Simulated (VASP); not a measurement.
GdO:

```xyz
2
Lattice="0.0000 2.7000 2.7000 2.7000 0.0000 2.7000 2.7000 2.7000 0.0000" Properties=species:S:1:pos:R:3 pbc="T T T"
Gd    0.0000    0.0000    0.0000
O     1.3500    1.3500    1.3500
```

Base run:

* Program: VASP 6.6.1
* Functional: LDA
* Potentials or basis: VASP PAW PBE potentials, release 64 (Gd, O)
* Cutoff: 520 eV
* k mesh: 9 × 9 × 9
* Occupations: fermi-dirac, width 0.1 eV
* Spin: collinear spin, ferromagnetic start
* Starting moments: [9.1, 0.0] μB
* Hubbard terms: Gd f U = 1.0 eV

Its results: pressure -7.2 GPa; net moment 7.05 μB per cell; site moments Gd +6.75; O -0.05 μB.

Problem. The run is repeated on the same cell with these changes: hubbard terms from Gd f U = 1.0 eV to Gd f U = 5.0 eV. What comes out?

Solution. Pressure -6.6 GPa; net moment 7.76 μB per cell; site moments Gd +7.06; O -0.01 μB.

Caveats: the PAW data sets were made with another functional, which shifts forces and pressure a little; a cell with one magnetic atom can't hold antiferromagnetic order, which such compounds often take.
